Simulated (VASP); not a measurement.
# Tc (P6_3/mmc) in VASP: single point with LDA

Aim: the single point of Tc with LDA.

Program: VASP 6.6.1. These are calculated values, not measurements. Logs are shortened: lines on timing, memory, paths and dates and some standing lists are left out, and cuts for length are marked.

## 1. The cell of the first run

The structure is hexagonal, space group P6_3/mmc (No. 194). Conventional cell: a = 2.710 Å, b = 2.710 Å, c = 4.330 Å, α = 90.00°, β = 90.00°, γ = 120.00°. Tc (site symmetry -6m2) has 12 Tc at 2.67 to 2.71 Å within 3.5 Å.

## 2. Single point, LDA

INCAR

```
SYSTEM = Tc
  PREC = Accurate
  ENCUT = 520
  EDIFF = 1E-6
  ISMEAR = -1
  SIGMA = 0.05
  LREAL = .FALSE.
  LASPH = .TRUE.
  NELM = 60
  ALGO = Normal
  ISIF = 2
  LWAVE = .FALSE.
  LCHARG = .FALSE.
  NBANDS = 20
```

KPOINTS

```
regular mesh
0
G
  18 18 10
  0 0 0
```

POSCAR

```
Tc
1.0
    2.7097921176      0.0000000000      0.0000000000
   -1.3548960588      2.3467488128      0.0000000000
    0.0000000000      0.0000000000      4.3301654921
Tc
2
Direct
    0.3333333333      0.6666666667      0.2500000000
    0.6666666667      0.3333333333      0.7500000000
```

Potentials or basis: VASP PAW LDA potentials, release 64 (Tc_pv).

Command:

```bash
$ cat potpaw_LDA.64/Tc_pv/POTCAR > POTCAR
$ mpirun -np 1 vasp_std > vasp.out
```

OUTCAR:

```text
SYSTEM = Tc
   PREC = Accurate
   ENCUT = 520
   EDIFF = 1E-6
   ISMEAR = -1
   LREAL = .FALSE.
   LASPH = .TRUE.
   NELM = 60
   ISIF = 2

 ion  position               nearest neighbor table
   1  0.333  0.667  0.250-   2 2.67   2 2.67   2 2.67   2 2.67   2 2.67   2 2.67
   2  0.667  0.333  0.750-   1 2.67   1 2.67   1 2.67   1 2.67   1 2.67   1 2.67

  LATTYP: Found a hexagonal cell.
 ALAT       =     2.7097921176
 C/A-ratio  =     1.5979696243

  Lattice vectors:

 A1 = (   2.7097921176,   0.0000000000,   0.0000000000)
 A2 = (  -1.3548960588,   2.3467488128,   0.0000000000)
 A3 = (   0.0000000000,   0.0000000000,   4.3301654921)

Analysis of symmetry for initial positions (statically):
=====================================================================
 Subroutine PRICEL returns:
 Original cell was already a primitive cell.

 Routine SETGRP: Setting up the symmetry group for a
 hexagonal supercell.

 Subroutine GETGRP returns: Found 24 space group operations
 (whereof 12 operations were pure point group operations)
 out of a pool of 24 trial point group operations.

The static configuration has the point symmetry D_3d.
 The point group associated with its full space group is D_6h.

Analysis of symmetry for dynamics (positions and initial velocities):
=====================================================================
 Subroutine PRICEL returns:
 Original cell was already a primitive cell.

 Routine SETGRP: Setting up the symmetry group for a
 hexagonal supercell.

 Subroutine GETGRP returns: Found 24 space group operations
 (whereof 12 operations were pure point group operations)
 out of a pool of 24 trial point group operations.

The dynamic configuration has the point symmetry D_3d.
 The point group associated with its full space group is D_6h.

 Subroutine INISYM returns: Found 24 space group operations
 (whereof 12 operations are pure point group operations),
 and found     1 'primitive' translations

----------------------------------------------------------------------------------------

                                     Primitive cell

  volume of cell :      27.5364

  direct lattice vectors                    reciprocal lattice vectors
     2.709792118  0.000000000  0.000000000     0.369031998  0.213060724  0.000000000
    -1.354896059  2.346748813  0.000000000     0.000000000  0.426121447  0.000000000
     0.000000000  0.000000000  4.330165492     0.000000000  0.000000000  0.230938056

  length of vectors
     2.709792118  2.709792118  4.330165492     0.426121447  0.426121447  0.230938056

  position of ions in fractional coordinates (direct lattice)
     0.333333333  0.666666667  0.250000000
     0.666666667  0.333333333  0.750000000

  ion indices of the primitive-cell ions
   primitive index   ion index
                 1           1
                 2           2

----------------------------------------------------------------------------------------

 KPOINTS: regular mesh

Automatic generation of k-mesh.
 Grid dimensions read from file:
 generate k-points for:   18   18   10

 Generating k-lattice:

  Cartesian coordinates                     Fractional coordinates (reciprocal lattice)
     0.020501778  0.011836707  0.000000000     0.055555556  0.000000000  0.000000000
     0.000000000  0.023673414  0.000000000     0.000000000  0.055555556  0.000000000
     0.000000000  0.000000000  0.023093806     0.000000000  0.000000000  0.100000000

  Length of vectors
     0.023673414  0.023673414  0.023093806

  Shift w.r.t. Gamma in fractional coordinates (k-lattice)
     0.000000000  0.000000000  0.000000000

 Subroutine IBZKPT returns following result:
 ===========================================

 Found    222 irreducible k-points:

 Following reciprocal coordinates:
            Coordinates               Weight
  0.000000  0.000000  0.000000      1.000000
  0.055556 -0.000000  0.000000      6.000000
  0.111111 -0.000000  0.000000      6.000000
  0.166667  0.000000  0.000000      6.000000
  0.222222 -0.000000  0.000000      6.000000
  0.277778  0.000000  0.000000      6.000000
[... 16 lines left out ...]
  0.333333  0.111111  0.000000     12.000000
  0.388889  0.111111  0.000000     12.000000
 [... further k-points ...]
   k-points           NKPTS =    222   k-points in BZ     NKDIM =    222   number of bands    NBANDS=     20
   number of dos      NEDOS =    301   number of ions     NIONS =      2
   total plane-waves  NPLWV =  12800
   dimension x,y,z NGX =    20 NGY =   20 NGZ =   32
   dimension x,y,z NGXF=    40 NGYF=   40 NGZF=   64
   ions per type =               2
   NGX,Y,Z   is equivalent  to a cutoff of  12.27, 12.27, 12.29 a.u.
   NGXF,Y,Z  is equivalent  to a cutoff of  24.54, 24.54, 24.57 a.u.
 SYSTEM =  Tc
   PREC   = accura    normal or accurate (medium, high low for compatibility)
   ISTART =      0    job   : 0-new  1-cont  2-samecut
   ICHARG =      2    charge: 1-file 2-atom 10-const
   ISPIN  =      1    spin polarized calculation?
   LNONCOLLINEAR =      F non collinear calculations
   LSORBIT =      F    spin-orbit coupling
   LASPH  =      T    aspherical Exc in radial PAW
   ENCUT  =  520.0 eV  38.22 Ry    6.18 a.u.   5.04  5.04  8.05*2*pi/ulx,y,z
   NELM   =     60;   NELMIN=  2; NELMDL= -5     # of ELM steps
   EDIFF  = 0.1E-05   stopping-criterion for ELM
   LREAL  =      F    real-space projection
   EDIFFG = 0.1E-04   stopping-criterion for IOM
   NSW    =      0    number of steps for IOM
   IBRION =     -1    ionic relax: 0-MD 1-quasi-New 2-CG
   NFREE  =      0    steps in history (QN), initial steepest desc. (CG)
   ISIF   =      2    stress and relaxation
   ISYM   =      2    0-nonsym 1-usesym 2-fastsym
   POTIM  = 0.5000    time-step for ionic-motion
   TEBEG  =    0.0;   TEEND  =   0.0 temperature during run
   PSTRESS=    0.0 pullay stress
   NELECT =      26.0000    total number of electrons
   NUPDOWN=      -1.0000    fix difference up-down
   EMIN   =  10.00;   EMAX   =-10.00  energy-range for DOS
   EFERMI =   0.00;   METHOD = LEGACY
   ISMEAR =    -1;   SIGMA  =   0.05  broadening in eV -4-tet -1-fermi 0-gaus
   EFERMI_NEDOS =   21; number of points for ismear=-14 and -15
   IALGO  =     38    algorithm
   IMIX   =      4    mixing-type and parameters
     AMIX     =   0.40;   BMIX     =  1.00
     AMIX_MAG =   1.60;   BMIX_MAG =  1.00
  volume/ion in A,a.u.               =      13.77        92.91
  Fermi-wavevector in a.u.,A,eV,Ry     =   1.606067  3.035026 35.095553  2.579450
  Thomas-Fermi vector in A             =   2.702313
   LORBIT       =      0    0 simple, 1 ext, 2 COOP (PROOUT), +10 PAW based schemes
   GGA     = CA    functional components
   LHFCALC =     F    Hartree Fock is set to
   AEXX    =    0.0000 exact exchange contribution
   IVDW    =     0    specifies the selected vdW correction
   LEPSILON=     F    determine dielectric tensor
   LRPA    =     F    only Hartree local field effects (RPA)
 non-spin polarized calculation
  energy-cutoff  :      520.00
  volume of cell :       27.54
 maximum number of plane-waves:       764
   NGX = 11   NGY = 11   NGZ = 17

 number of electron      26.0000008 magnetization

 Free energy of the ion-electron system (eV)
  ---------------------------------------------------
  ext. energy  EPLUGINS =         0.00000000
  ---------------------------------------------------
  free energy    TOTEN  =       -23.48084978 eV

  energy without entropy =      -23.46727730  energy(sigma->0) =      -23.47406354

 E-fermi :  13.1647     XC(G=0): -14.2509

 val. band max:       13.1633717624   @ k =   0.1111   0.1111   0.0000
 cond. band min:      13.1681734906   @ k =   0.0000   0.0000   0.1000
 fundamental gap:      0.0048017282
 Fermi energy:        13.1647367228

 k-point     1 :       0.0000    0.0000    0.0000
  band No.  band energies     occupation
      1     -26.2056      2.00000
      2     -24.9314      2.00000
      3     -24.9314      2.00000
      4     -24.7149      2.00000
      5     -24.7149      2.00000
      6     -24.6635      2.00000
[... 12 lines left out ...]
     19      24.7905      0.00000
     20      27.5096      0.00000

 k-point     2 :       0.0556   -0.0000    0.0000
  band No.  band energies     occupation
      1     -26.1912      2.00000
      2     -24.9643      2.00000
      3     -24.9422      2.00000
      4     -24.7491      2.00000
      5     -24.7193      2.00000
      6     -24.6697      2.00000
[... 12 lines left out ...]
     19      24.7793      0.00000
     20      27.7626      0.00000

 k-point     3 :       0.1111   -0.0000    0.0000
  band No.  band energies     occupation
      1     -26.1487      2.00000
      2     -25.0590      2.00000
      3     -24.9728      2.00000
      4     -24.8464      2.00000
      5     -24.7323      2.00000
      6     -24.6884      2.00000
[... 12 lines left out ...]
     19      24.7257      0.00000
     20      28.4533      0.00000

 k-point     4 :       0.1667    0.0000    0.0000
  band No.  band energies     occupation
      1     -26.0806      2.00000
      2     -25.2037      2.00000
      3     -25.0182      2.00000
      4     -24.9920      2.00000
      5     -24.7534      2.00000
      6     -24.7198      2.00000
[... 12 lines left out ...]
     19      24.5999      0.00000
     20      29.2719      0.00000

 k-point     5 :       0.2222   -0.0000    0.0000
  band No.  band energies     occupation
      1     -25.9912      2.00000
      2     -25.3805      2.00000
      3     -25.1652      2.00000
      4     -25.0721      2.00000
      5     -24.7806      2.00000
      6     -24.7641      2.00000
[... 12 lines left out ...]
     19      24.4067      0.00000
     20      29.1216      0.00000
[... 353 lines left out ...]
      6     -24.8402      2.00000
[... 12 lines left out ...]
     19      24.2413      0.00000
     20      27.5696      0.00000

 k-point    22 :       0.2778    0.1111    0.0000
  band No.  band energies     occupation
      1     -25.7419      2.00000
      2     -25.7233      2.00000
      3     -25.5422      2.00000
      4     -25.2065      2.00000
      5     -24.9132      2.00000
      6     -24.9074      2.00000
[... 12 lines left out ...]
     19      24.3848      0.00000
     20      25.7899      0.00000

 k-point    23 :       0.3333    0.1111    0.0000
  band No.  band energies     occupation
      1     -25.8551      2.00000
      2     -25.6344      2.00000
      3     -25.6335      2.00000
      4     -25.2702      2.00000
      5     -24.9799      2.00000
      6     -24.9436      2.00000
[... 12 lines left out ...]
     19      24.8442      0.00000
     20      25.5285      0.00000

 k-point    24 :       0.3889    0.1111    0.0000
  band No.  band energies     occupation
      1     -25.9404      2.00000
      2     -25.6929      2.00000
      3     -25.5471      2.00000
      4     -25.3111      2.00000
      5     -25.0441      2.00000
      6     -24.9634      2.00000
[... 12 lines left out ...]
     19      25.1069      0.00000
     20      25.7046      0.00000

 [... further k-points ...]
[... 5 lines left out ...]
  --------------------------------------------------------------------------------------
  -------------------------------------------------------------------------------------
  Total        0.0162234      0.0162234      0.0068542      0.0000000      0.0000000      0.0000000
  in kB        0.9439433      0.9439433      0.3988050      0.0000000      0.0000000      0.0000000
  external PRESSURE =       0.7622305 kB  Pullay stress =       0.0000000 kB

 VOLUME and BASIS-vectors are now :
 -----------------------------------------------------------------------------
  energy-cutoff  :      520.00
  volume of cell :       27.54
      direct lattice vectors                 reciprocal lattice vectors
     2.709792118  0.000000000  0.000000000     0.369031998  0.213060724  0.000000000
    -1.354896059  2.346748813  0.000000000     0.000000000  0.426121447  0.000000000
     0.000000000  0.000000000  4.330165492     0.000000000  0.000000000  0.230938056

 POSITION                                       TOTAL-FORCE (eV/Angst)
 -----------------------------------------------------------------------------------
     -0.00000      1.56450      1.08254        -0.000000      0.000000      0.000000
      1.35490      0.78225      3.24762         0.000000     -0.000000      0.000000
 -----------------------------------------------------------------------------------
    total drift:                               -0.000000      0.000000     -0.000000

  FREE ENERGIE OF THE ION-ELECTRON SYSTEM (eV)
  ---------------------------------------------------
  free  energy   TOTEN  =       -23.4808497799 eV

  energy  without entropy=      -23.4672772994  energy(sigma->0) =      -23.47406354
```

It took 41 s on 1 thread of Intel Xeon Platinum 8488C (Sapphire Rapids), shared host; peak memory 0.2 GiB.

What came out:

```
Free energy            : -23.4808 eV
Pressure               : 0.1 GPa
Band gap on the k mesh : zero (band 13 reaches 15.00 eV, above the bottom of band 14 at 11.37 eV)
```
